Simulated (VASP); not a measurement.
# MgO (F-43m) in VASP: a series of runs, part 2 of 2

VASP 6.6.1. Earlier steps stand in the parts before.

### Step 6. Single point, PBE (volume changed by +6%)

Input file INCAR:

```
SYSTEM = MgO
PREC     = Accurate       ! precision mode
ENCUT    = 520            ! plane-wave cutoff, eV
EDIFF    = 1E-6           ! SCF threshold, eV
ISMEAR   = 0              ! smearing method
SIGMA    = 0.01           ! smearing width, eV
LREAL    = .False.        ! projectors in reciprocal space
LASPH    = .True.         ! aspherical terms in the spheres
NELM     = 80             ! most SCF steps
ALGO     = Normal         ! electronic algorithm
ISIF     = 2              ! what is computed and relaxed
LWAVE    = .False.        ! write WAVECAR
LCHARG   = .False.        ! write CHGCAR
GGA      = PE             ! functional
NBANDS   = 11             ! bands
```

Input file KPOINTS:

```
Automatic mesh
0
Gamma
  8 8 8
  0 0 0
```

Input file POSCAR:

```
MgO
1.0
    0.0000000000      2.3512692192      2.3512692192
    2.3512692192      0.0000000000      2.3512692192
    2.3512692192      2.3512692192      0.0000000000
Mg O
1 1
Direct
    0.0000000000      0.0000000000      0.0000000000
    0.2500000000      0.2500000000      0.2500000000
```

Potentials or basis: VASP PAW PBE potentials, release 64 (Mg, O).

Run with:

```sh
cat potpaw_PBE.64/Mg/POTCAR potpaw_PBE.64/O/POTCAR > POTCAR
mpirun -np 1 vasp_std > vasp.out
```

OUTCAR:

```text
SYSTEM = MgO
   PREC = Accurate
   ENCUT = 520
   EDIFF = 1E-6
   ISMEAR = 0
   LREAL = .False.
   LASPH = .True.
   NELM = 80
   ISIF = 2
   GGA = PE

 ion  position               nearest neighbor table
   1  0.000  0.000  0.000-   2 2.04   2 2.04   2 2.04   2 2.04
   2  0.250  0.250  0.250-   1 2.04   1 2.04   1 2.04   1 2.04

  LATTYP: Found a face centered cubic cell.
 ALAT       =     4.7025384384

  Lattice vectors:

 A1 = (   0.0000000000,   2.3512692192,   2.3512692192)
 A2 = (   2.3512692192,   0.0000000000,   2.3512692192)
 A3 = (   2.3512692192,   2.3512692192,   0.0000000000)

Analysis of symmetry for initial positions (statically):
=====================================================================
 Subroutine PRICEL returns:
 Original cell was already a primitive cell.

 Routine SETGRP: Setting up the symmetry group for a
 face centered cubic supercell.

 Subroutine GETGRP returns: Found 24 space group operations
 (whereof 24 operations were pure point group operations)
 out of a pool of 48 trial point group operations.

The static configuration has the point symmetry T_d .

Analysis of symmetry for dynamics (positions and initial velocities):
=====================================================================
 Subroutine PRICEL returns:
 Original cell was already a primitive cell.

 Routine SETGRP: Setting up the symmetry group for a
 face centered cubic supercell.

 Subroutine GETGRP returns: Found 24 space group operations
 (whereof 24 operations were pure point group operations)
 out of a pool of 48 trial point group operations.

The dynamic configuration has the point symmetry T_d .

 Subroutine INISYM returns: Found 24 space group operations
 (whereof 24 operations are pure point group operations),
 and found     1 'primitive' translations

----------------------------------------------------------------------------------------

                                     Primitive cell

  volume of cell :      25.9978

  direct lattice vectors                    reciprocal lattice vectors
     0.000000000  2.351269219  2.351269219    -0.212651106  0.212651106  0.212651106
     2.351269219  0.000000000  2.351269219     0.212651106 -0.212651106  0.212651106
     2.351269219  2.351269219  0.000000000     0.212651106  0.212651106 -0.212651106

  length of vectors
     3.325196819  3.325196819  3.325196819     0.368322520  0.368322520  0.368322520

  position of ions in fractional coordinates (direct lattice)
     0.000000000  0.000000000  0.000000000
     0.250000000  0.250000000  0.250000000

  ion indices of the primitive-cell ions
   primitive index   ion index
                 1           1
                 2           2

----------------------------------------------------------------------------------------

 KPOINTS: Automatic mesh

Automatic generation of k-mesh.
 Grid dimensions read from file:
 generate k-points for:    8    8    8

 Generating k-lattice:

  Cartesian coordinates                     Fractional coordinates (reciprocal lattice)
    -0.026581388  0.026581388  0.026581388     0.125000000  0.000000000  0.000000000
     0.026581388 -0.026581388  0.026581388     0.000000000  0.125000000  0.000000000
     0.026581388  0.026581388 -0.026581388     0.000000000  0.000000000  0.125000000

  Length of vectors
     0.046040315  0.046040315  0.046040315

  Shift w.r.t. Gamma in fractional coordinates (k-lattice)
     0.000000000  0.000000000  0.000000000

 Subroutine IBZKPT returns following result:
 ===========================================

 Found     29 irreducible k-points:

 Following reciprocal coordinates:
            Coordinates               Weight
  0.000000  0.000000  0.000000      1.000000
  0.125000  0.000000  0.000000      8.000000
  0.250000  0.000000  0.000000      8.000000
  0.375000  0.000000  0.000000      8.000000
  0.500000  0.000000  0.000000      4.000000
  0.125000  0.125000  0.000000      6.000000
[... 16 lines left out ...]
  0.500000  0.250000  0.125000     48.000000
 -0.375000  0.250000  0.125000     24.000000
 [... further k-points ...]
   k-points           NKPTS =     29   k-points in BZ     NKDIM =     29   number of bands    NBANDS=     11
   number of dos      NEDOS =    301   number of ions     NIONS =      2
   total plane-waves  NPLWV =  21952
   dimension x,y,z NGX =    28 NGY =   28 NGZ =   28
   dimension x,y,z NGXF=    56 NGYF=   56 NGZF=   56
   ions per type =               1   1
   NGX,Y,Z   is equivalent  to a cutoff of  14.00, 14.00, 14.00 a.u.
   NGXF,Y,Z  is equivalent  to a cutoff of  28.00, 28.00, 28.00 a.u.
 SYSTEM =  MgO
   PREC   = accura    normal or accurate (medium, high low for compatibility)
   ISTART =      0    job   : 0-new  1-cont  2-samecut
   ICHARG =      2    charge: 1-file 2-atom 10-const
   ISPIN  =      1    spin polarized calculation?
   LNONCOLLINEAR =      F non collinear calculations
   LSORBIT =      F    spin-orbit coupling
   LASPH  =      T    aspherical Exc in radial PAW
   ENCUT  =  520.0 eV  38.22 Ry    6.18 a.u.   6.18  6.18  6.18*2*pi/ulx,y,z
   NELM   =     80;   NELMIN=  2; NELMDL= -5     # of ELM steps
   EDIFF  = 0.1E-05   stopping-criterion for ELM
   LREAL  =      F    real-space projection
   EDIFFG = 0.1E-04   stopping-criterion for IOM
   NSW    =      0    number of steps for IOM
   IBRION =     -1    ionic relax: 0-MD 1-quasi-New 2-CG
   NFREE  =      0    steps in history (QN), initial steepest desc. (CG)
   ISIF   =      2    stress and relaxation
   ISYM   =      2    0-nonsym 1-usesym 2-fastsym
   POTIM  = 0.5000    time-step for ionic-motion
   TEBEG  =    0.0;   TEEND  =   0.0 temperature during run
   PSTRESS=    0.0 pullay stress
   NELECT =       8.0000    total number of electrons
   NUPDOWN=      -1.0000    fix difference up-down
   EMIN   =  10.00;   EMAX   =-10.00  energy-range for DOS
   EFERMI =   0.00;   METHOD = LEGACY
   ISMEAR =     0;   SIGMA  =   0.01  broadening in eV -4-tet -1-fermi 0-gaus
   EFERMI_NEDOS =   21; number of points for ismear=-14 and -15
   IALGO  =     38    algorithm
   IMIX   =      4    mixing-type and parameters
     AMIX     =   0.40;   BMIX     =  1.00
     AMIX_MAG =   1.60;   BMIX_MAG =  1.00
  volume/ion in A,a.u.               =      13.00        87.72
  Fermi-wavevector in a.u.,A,eV,Ry     =   1.105246  2.088613 16.620466  1.221570
  Thomas-Fermi vector in A             =   2.241731
   LORBIT       =      0    0 simple, 1 ext, 2 COOP (PROOUT), +10 PAW based schemes
   GGA     = PE    functional components
   LHFCALC =     F    Hartree Fock is set to
   AEXX    =    0.0000 exact exchange contribution
   IVDW    =     0    specifies the selected vdW correction
   LEPSILON=     F    determine dielectric tensor
   LRPA    =     F    only Hartree local field effects (RPA)
 non-spin polarized calculation
 Gauss-broadening in eV      SIGMA  =   0.01
  energy-cutoff  :      520.00
  volume of cell :       26.00
 maximum number of plane-waves:       725
 NGX is ok and might be reduce to    28
   NGX = 13   NGY = 13   NGZ = 13

 number of electron       7.9999999 magnetization

 Free energy of the ion-electron system (eV)
  ---------------------------------------------------
  ext. energy  EPLUGINS =         0.00000000
  ---------------------------------------------------
  free energy    TOTEN  =       -11.67043722 eV

  energy without entropy =      -11.67043722  energy(sigma->0) =      -11.67043722

 E-fermi :   0.4356     XC(G=0):  -9.3425

 val. band max:        0.3473794301   @ k =   0.0000   0.0000   0.0000
 cond. band min:       3.5015074143   @ k =   0.0000   0.0000   0.0000
 fundamental gap:      3.1541279842
 Fermi energy:         0.4356170710

 k-point     1 :       0.0000    0.0000    0.0000
  band No.  band energies     occupation
      1     -15.3091      2.00000
      2       0.3474      2.00000
      3       0.3474      2.00000
      4       0.3474      2.00000
      5       3.5015      0.00000
      6      16.1923      0.00000
      7      16.1923      0.00000
      8      16.1923      0.00000
      9      19.7652      0.00000
     10      19.7652      0.00000
     11      19.7726      0.00000
[... 309 lines left out ...]
 k-point    24 :      -0.3750    0.2500    0.1250
  band No.  band energies     occupation
      1     -14.6766      2.00000
      2      -2.0200      2.00000
      3      -0.5906      2.00000
      4      -0.0535      2.00000
      5       8.4847      0.00000
      6       9.9389      0.00000
      7      12.9225      0.00000
      8      14.6554      0.00000
      9      18.9933      0.00000
     10      20.0897      0.00000
     11      23.0473      0.00000

 [... further k-points ...]
[... 5 lines left out ...]
  --------------------------------------------------------------------------------------
  -------------------------------------------------------------------------------------
  Total       -1.0216495     -1.0216495     -1.0216495      0.0000000     -0.0000000      0.0000000
  in kB      -62.9615566    -62.9615566    -62.9615566      0.0000000     -0.0000000      0.0000000
  external PRESSURE =     -62.9615566 kB  Pullay stress =       0.0000000 kB

 VOLUME and BASIS-vectors are now :
 -----------------------------------------------------------------------------
  energy-cutoff  :      520.00
  volume of cell :       26.00
      direct lattice vectors                 reciprocal lattice vectors
     0.000000000  2.351269219  2.351269219    -0.212651106  0.212651106  0.212651106
     2.351269219  0.000000000  2.351269219     0.212651106 -0.212651106  0.212651106
     2.351269219  2.351269219  0.000000000     0.212651106  0.212651106 -0.212651106

 POSITION                                       TOTAL-FORCE (eV/Angst)
 -----------------------------------------------------------------------------------
      0.00000      0.00000      0.00000        -0.000000     -0.000000     -0.000000
      1.17563      1.17563      1.17563         0.000000      0.000000      0.000000
 -----------------------------------------------------------------------------------
    total drift:                               -0.000000     -0.000000     -0.000000

  FREE ENERGIE OF THE ION-ELECTRON SYSTEM (eV)
  ---------------------------------------------------
  free  energy   TOTEN  =       -11.6704372225 eV

  energy  without entropy=      -11.6704372225  energy(sigma->0) =      -11.67043722
```

It took 6.4 s on 1 thread of Intel Xeon 6975P-C (Granite Rapids), shared host; peak memory 0.15 GiB.

What came out:

```
Free energy            : -11.6704 eV
Pressure               : -6.3 GPa
Band gap on the k mesh : 3.15 eV, direct
```

### Step 7. Overview

| cell | gap on the mesh (eV) | pressure (GPa) |
| --- | --- | --- |
| a = 3.261 Å, angles 60.0°, 2 atoms | 3.47 | -0.4 |
| a = 3.195 Å, angles 60.0°, 2 atoms | 3.82 | 7.7 |
| a = 3.228 Å, angles 60.0°, 2 atoms | 3.64 | 3.3 |
| a = 3.294 Å, angles 60.0°, 2 atoms | 3.31 | -3.6 |
| a = 3.325 Å, angles 60.0°, 2 atoms | 3.15 | -6.3 |

Alike in all rows: task single point; level PBE; potentials or basis VASP PAW PBE potentials, release 64 (Mg, O); no spin polarisation; k mesh 8 × 8 × 8; cutoff (eV) 520; smearing gaussian 0.01 eV.

Total energies depend on the potentials used, so only differences within one code and one set of settings carry meaning.
